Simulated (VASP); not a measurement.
Set up this calculation in VASP 6.6.1, as the native input.

```yaml
Task: single point
Functional: PBE
Potentials_or_basis: VASP PAW PBE potentials, release 64 (Si, N)
Cutoff: 520 eV
k_mesh: 4 × 4 × 4
Occupations: fermi-dirac, width 0.2361 eV
Spin: no spin polarisation
Dipole_correction: no
Further_INCAR_settings: ALGO = Normal; EDIFF = 1e-07; NBANDS = 45
```

The structure of Si3N4 lies in POSCAR:

```
Si3N4
1.0
    5.3378070000     -0.0461070000     -0.0620370000
   -0.0461070000      5.3190510000      0.1015160000
   -0.0620370000      0.1015160000      5.4132090000
Si N
6 8
Direct
    0.8155152683      0.7636284386      0.8614382592
    0.1475140803      0.2720964758      0.1581193728
    0.6647497746      0.5093821508      0.3829503733
    0.1843811082      0.7630613004      0.3960975755
    0.6059315501      0.2806327362      0.8955679875
    0.3269591532      0.7822549911      0.9367260935
    0.1280651646      0.8169701352      0.6929385942
    0.6936572860      0.5242499373      0.6659417131
    0.1741589696      0.4113984416      0.4246815679
    0.8319980527      0.3897401451      0.1405898458
    0.3370116454      0.4327573309      0.9327373509
    0.4807051407      0.7856005990      0.3292004419
    0.6134241983      0.9820527836      0.7632258340
    0.1462535755      0.9490351513      0.1151613091
```

The input as run:

INCAR

```
SYSTEM = Si3N4
ALGO = Normal
EDIFF = 1E-7
ENCUT = 520
GGA = PE
ISIF = 2
ISMEAR = -1
LASPH = .TRUE.
LCHARG = .FALSE.
LREAL = .FALSE.
LWAVE = .FALSE.
NBANDS = 45
NELM = 100
PREC = Accurate
SIGMA = 0.2361
```

KPOINTS

```
k-points
0
G
  4 4 4
  0 0 0
```

Potentials or basis: VASP PAW PBE potentials, release 64 (Si, N).

Run with:

```sh
$ cat potpaw_PBE.64/Si/POTCAR potpaw_PBE.64/N/POTCAR > POTCAR
$ mpirun -np 1 vasp_std > vasp.out
```

It gave:

```json
{
 "Pressure": "9.5 GPa",
 "Largest force": "7.433 eV/Å",
 "Band gap on the k mesh": "0.57 eV"
}
```

Caveat: the atoms stand as in a frame of molecular dynamics; semilocal functionals underestimate gaps, and a narrow one can read as zero.

Run time: 6.9 min on 1 thread of Intel Xeon 8259CL (shared host), peak memory 0.34 GiB.
